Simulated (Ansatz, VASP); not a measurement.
**Hf2C in VASP and in Ansatz**

```
Hf C
1.0
     5.36801    0.00000    0.00000
     0.00000    5.36801    0.00000
     0.00000    0.00000    3.27617
Hf C
4 2
Cartesian
  1.5862 1.5862 0.0000
  3.7818 3.7818 0.0000
  4.2702 1.0978 1.6381
  1.0978 4.2702 1.6381
  0.0000 0.0000 0.0000
  2.6840 2.6840 1.6381
```

Alike in both runs: task single point; functional r2SCAN; k mesh 4 × 4 × 6; occupations gaussian, width 0.1 eV; no spin polarisation.

|  | VASP | Ansatz |
| --- | --- | --- |
| version | VASP 6.6.1 | Ansatz 0.2.0 |
| potentials or method | VASP PAW PBE potentials, release 64 (Hf_pv, C), cutoff 520 eV | scalar-relativistic, plane waves, PAW |
| valence electrons in the cell | 48 | 112 |

VASP gave:

| Quantity | Value |
| --- | --- |
| gap on the k mesh at the Fermi level (eV) | none |
| pressure (GPa) | 6.4 |
| traceless stress, the component that is largest in VASP (GPa) | 3.27 |
| rms of the force components (eV/Å) | 0.127 |

**Question.** Which values does Ansatz return?

**Answer.** gap on the k mesh at the Fermi level (eV): none; pressure (GPa): 7.3; traceless stress, the component that is largest in VASP (GPa): 3.27; rms of the force components (eV/Å): 0.122.

VASP's potentials were made for PBE, not for r2SCAN. Atom by atom the forces differ by 0.005 eV/Å (rms over components). A gap of «none» marks a metal or a gap that the smearing closes. The functional is the same, so the differences come from potentials, cutoffs and numerics. VASP's potentials hold 48 valence electrons a cell and Ansatz's 112, so a difference there can come from the potentials and not from the codes.

Spin-orbit coupling is off throughout.
